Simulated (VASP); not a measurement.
A run of VASP 6.6.1:

File POSCAR:

```
MnS
1.0
    0.0000000000      2.6217488470      2.6217488470
    2.6217488470      0.0000000000      2.6217488470
    2.6217488470      2.6217488470      0.0000000000
Mn S
1 1
Direct
    0.0000000000      0.0000000000      0.0000000000
    0.5000000000      0.5000000000      0.5000000000
```

Contents of INCAR.step1:

```
SYSTEM = MnS
  PREC = Accurate
  ENCUT = 520
  ISMEAR = -1
  SIGMA = 0.05
  LREAL = .False.
  LASPH = .True.
  NELM = 150
  ISPIN = 2
  MAGMOM = 4 0
  LMAXMIX = 4
  NBANDS = 20
  GGA = PE
  ALGO = Normal
  EDIFF = 1E-4
  LWAVE = .True.
  LCHARG = .False.
```

The input INCAR.step2:

```
SYSTEM = MnS
  PREC = Accurate
  ENCUT = 520
  EDIFF = 1E-6
  ISMEAR = -1
  SIGMA = 0.05
  LREAL = .False.
  LASPH = .True.
  NELM = 150
  ALGO = Normal
  ISIF = 2
  LWAVE = .False.
  LCHARG = .True.
  ISPIN = 2
  MAGMOM = 4 0
  LORBIT = 11
  LMAXMIX = 4
  METAGGA = R2SCAN
  LMIXTAU = .True.
  IVDW = 13
  VDW_S6 = 1.0
  VDW_S8 = 0.6018749
  VDW_A1 = 0.51559235
  VDW_A2 = 5.77342911
  LELF = .True.
  LVHAR = .True.
  NBANDS = 20
  ISTART = 1
```

File KPOINTS:

```
regular mesh
0
Gamma
  9 9 9
  0 0 0
```

Potentials or basis: VASP PAW PBE potentials, release 64 (Mn_pv, S).

Command:

```sh
$ cat potpaw_PBE.64/Mn_pv/POTCAR potpaw_PBE.64/S/POTCAR > POTCAR
$ cp INCAR.step1 INCAR
$ mpirun -np 1 vasp_std > vasp.out
$ cp INCAR.step2 INCAR
$ mpirun -np 1 vasp_std > vasp.out
```

Hardware: 1 thread of Intel(R) Xeon(R) Platinum 8488C (Sapphire Rapids), with other jobs on the host.

Question: Estimate the wall time of this run.

Answer: It took 2 min on 1 thread of Intel(R) Xeon(R) Platinum 8488C (Sapphire Rapids) (shared host), peak memory 0.2 GiB. Counts: k points 35.
